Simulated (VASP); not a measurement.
Rh: single point with r2SCAN

Crystal: Rh.

```
Rh
1.0
     0.00000    1.90690    1.90690
     1.90690    0.00000    1.90690
     1.90690    1.90690    0.00000
Rh
1
Direct
  0.00000 0.00000 0.00000
```

| Property | Result |
| --- | --- |
| Program | VASP 6.6.1 |
| Task | single point |
| Functional | r2SCAN |
| Potentials or basis | VASP PAW PBE potentials, release 64 (Rh_pv) |
| Cutoff | 520 eV |
| k mesh | 18 × 18 × 18 |
| Occupations | gaussian, width 0.1 eV |
| Spin | no spin polarisation |
| Dipole correction | no |
| Further INCAR settings | ALGO = Normal; EDIFF = 1e-07; NBANDS = 14 |

| Quantity | Value |
| --- | --- |
| Pressure | -1.9 GPa |
| Band gap on the k mesh | zero (an odd number of electrons rules out a gap without spin polarisation) |

Levels at points of the mesh, in eV from the Fermi level:
```csv
k point,band 3,band 4,band 5,band 6,band 7,band 8,band 9,band 10,band 11,band 12
"(0.00, 0.00, 0.00)",-47.78,-8.12,-3.14,-3.14,-3.14,-1.07,-1.07,16.72,17.38,22.42
"(0.50, 0.00, 0.00)",-47.89,-6.27,-3.25,-3.25,0.57,0.57,0.91,8.99,16.27,17.38
"(0.50, 0.50, 0.00)",-48.06,-6.47,-6.10,0.50,1.02,1.02,3.46,12.75,13.95,13.95
```

Wall time 5.8 min on 1 thread of AMD EPYC 7571, with other jobs on the host, peak memory 0.12 GiB.

Caveat: an empty level that is flat over the whole mesh can mark a ghost state of the potentials, or a narrow d or f band; the PAW data sets were made with another functional, which shifts forces and pressure a little.
